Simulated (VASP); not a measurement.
TiSe2:

```
Ti Se
1.0
     3.55657    0.00000    0.00000
    -1.77828    3.08008    0.00000
     0.00000    0.00000    6.34763
Ti Se
1 2
Cartesian
  0.0000 0.0000 0.0000
  0.0000 2.0534 1.5230
  1.7783 1.0267 4.8247
```

| Property | Result |
| --- | --- |
| Program | VASP 6.6.1 |
| Task | relaxation of cell and atoms |
| Functional | PBE |
| Dispersion | D3(BJ) |
| Potentials or basis | VASP PAW PBE potentials, release 64 (Ti_sv, Se) |
| Cutoff | 500 eV |
| k mesh | 15 × 15 × 8 |
| Occupations | gaussian, width 0.1 eV |
| Spin | no spin polarisation |

At the start: pressure -2.0 GPa; volume 23.18 Å³/atom.

Task: Where does the relaxation end?

Result: Over 13 steps the energy falls by 28.5 meV/atom and the volume is 20.53 Å³/atom (-11.4 %); space group P-3m1 (No. 164, to 0.05 Å).

Step by step:
| step | energy change (eV) | largest force (eV/Å) | pressure (GPa) | volume (Å³) |
| --- | --- | --- | --- | --- |
| 1 | 0.0000 | 0.1897 | -2.01 | 69.54 |
| 2 | -0.0207 | 0.5100 | 0.84 | 66.65 |
| 3 | -0.0209 | 0.4855 | 0.62 | 66.85 |
| 4 | -0.0394 | 0.2451 | 0.15 | 65.99 |
| 5 | -0.0425 | 0.1002 | -0.13 | 65.48 |
| 6 | -0.0522 | 0.0789 | -0.29 | 65.03 |
| 7 | -0.0748 | 0.0118 | -0.66 | 63.63 |
| 8 | -0.0681 | 0.2025 | -0.53 | 60.74 |
| 9 | -0.0834 | 0.0049 | -0.59 | 62.67 |
| 10 | -0.0845 | 0.0432 | -0.62 | 62.17 |
| 11 | -0.0752 | 0.2355 | 2.19 | 60.04 |
| 12 | -0.0852 | 0.0176 | -0.03 | 61.70 |
| 13 | -0.0855 | 0.0121 | -0.01 | 61.60 |

Final structure:
```
CELL_PARAMETERS angstrom
3.48130 0.00000 0.00000
-1.74065 3.01489 0.00000
0.00000 0.00000 5.86936
ATOMIC_POSITIONS crystal
Ti 0.00000 0.00000 0.00000
Se 0.33333 0.66667 0.26514
Se 0.66667 0.33333 0.73486
```
